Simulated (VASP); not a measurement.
Crystal: Be.

```
Be
1.0
     0.00000    2.50135    2.50135
     2.50135    0.00000    2.50135
     2.50135    2.50135    0.00000
Be
2
Direct
  0.00000 0.00000 0.00000
  0.25000 0.25000 0.25000
```

This isn't the form of Be at room conditions, which is hcp.

- Program: VASP 6.6.1
- Task: relaxation of cell and atoms
- Functional: PBE
- Potentials or basis: VASP PAW PBE potentials, release 64 (Be)
- Cutoff: 600 eV
- k mesh: 13 × 13 × 13
- Occupations: fermi-dirac, width 0.08 eV
- Spin: no spin polarisation

At the start: pressure -2.5 GPa; volume 15.65 Å³/atom.

Task: How do energy, volume and symmetry change on relaxing?

Result: Over 4 steps the energy falls by 7.9 meV/atom and the volume is 14.69 Å³/atom (-6.2 %); space group Fd-3m (No. 227, to 0.1 Å) before and after.

Step by step:
| step | energy change (eV) | largest force (eV/Å) | pressure (GPa) | volume (Å³) |
| --- | --- | --- | --- | --- |
| 1 | 0.0000 | 0.0000 | -2.50 | 31.30 |
| 2 | -0.0127 | 0.0000 | -1.17 | 30.21 |
| 3 | -0.0158 | 0.0000 | -0.10 | 29.44 |
| 4 | -0.0158 | 0.0000 | 0.00 | 29.37 |

Final structure:
```
Be
1.0
     0.00000    2.44890    2.44890
     2.44890    0.00000    2.44890
     2.44890    2.44890    0.00000
Be
2
Direct
  0.00000 0.00000 0.00000
  0.25000 0.25000 0.25000
```
